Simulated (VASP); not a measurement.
A run of VASP 6.6.1:

Contents of INCAR:

```
ALGO = Normal
EDIFF = 1E-6
ENCUT = 520
GGA = CA
ISIF = 2
ISMEAR = 0
LASPH = True
LCHARG = True
LELF = True
LREAL = False
LVHAR = True
LWAVE = False
NBANDS = 35
NELM = 60
PREC = Accurate
SIGMA = 0.05
```

KPOINTS

```
k-points
0
Gamma
  10 10 10
```

File POSCAR:

```
SnO2
1.0
   -2.0966743711      2.0966743711      4.5674946693
    2.0966743711     -2.0966743711      4.5674946693
    2.0966743711      2.0966743711     -4.5674946693
Sn O
2 4
Direct
    0.7500000000      0.2500000000      0.5000000000
    0.0000000000      0.0000000000      0.0000000000
    0.7969975836      0.7969975836      0.0000000000
    0.9530024164      0.4530024164      0.5000000000
    0.2030024164      0.2030024164      0.0000000000
    0.5469975836      0.0469975836      0.5000000000
```

Potentials or basis: VASP PAW LDA potentials, release 64 (Sn_d, O).

Command:

```bash
$ cat potpaw_LDA.64/Sn_d/POTCAR potpaw_LDA.64/O/POTCAR > POTCAR
$ mpirun -np 1 vasp_std > vasp.out
```

Hardware: 1 thread of AMD EPYC 7R43 64-Core Processor (Zen 3), with other jobs on the host.

**Question.** How long does it take, and how much memory?

**Answer.** It took 10 min on 1 thread of AMD EPYC 7R43 64-Core Processor (Zen 3) (shared host), peak memory 0.33 GiB. Counts: scf iterations 14, k points 102.
